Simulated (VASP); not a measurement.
Wanted: the native input for a VASP 6.6.1 run.

| Quantity | Value |
| --- | --- |
| Task | single point |
| Functional | PBE |
| Potentials or basis | VASP PAW PBE potentials, release 64 (O, Co) |
| Cutoff | 520 eV |
| k mesh | 1 × 1 × 1 |
| Occupations | fermi-dirac, width 0.1 eV |
| Spin | collinear spin, antiferromagnetic start |
| Starting moments | [0.0, 3.0, -3.0] μB |
| Dipole correction | no |
| Further INCAR settings | ALGO = Normal; EDIFF = 1e-06; NBANDS = 23 |

The structure of OCo2 lies in POSCAR:

```
Co2O
1.0
   10.2219690000      0.0000000000      0.0000000000
    0.0000000000      9.1271880000      0.0000000000
    0.0000000000      0.0000000000      9.5859220000
O Co
1 2
Direct
    0.4429402000      0.5678089300      0.5327679300
    0.5837769900      0.6148284700      0.6605878900
    0.3700585000      0.4479048000      0.4074506900
```

One way to write it, as run:

INCAR

```
ALGO = Normal ; EDIFF = 1E-6
ENCUT = 520 ; GGA = PE
ISIF = 2 ; ISMEAR = -1
ISPIN = 2 ; LASPH = T
LCHARG = T ; LELF = T
LMAXMIX = 4 ; LORBIT = 11
LREAL = F ; LVHAR = T
LWAVE = F ; MAGMOM = 0 3 -3
NBANDS = 23 ; NELM = 150
PREC = Accurate ; SIGMA = 0.1
```

KPOINTS

```
k-points
0
Gamma
  1 1 1
```

Potentials or basis: VASP PAW PBE potentials, release 64 (O, Co).

Launch:

```sh
$ cat potpaw_PBE.64/O/POTCAR potpaw_PBE.64/Co/POTCAR > POTCAR
$ mpirun -np 1 vasp_gam > vasp.out
```

Results of the run:

```json
{"Largest force": "2.348 eV/Å", "Gap between the frontier levels": "0.29 eV", "Net moment": "0.62 μB per cell", "Site moments": "O -0.08; Co +2.38, -2.05 μB", "Valence electrons inside the program's atomic spheres": "O 4.88; Co 7.65, 7.81"}
```

Wall time 3.3 min on 1 thread of Intel(R) Xeon(R) 6975P-C (Granite Rapids), with other jobs on the host, peak memory 1.1 GiB.
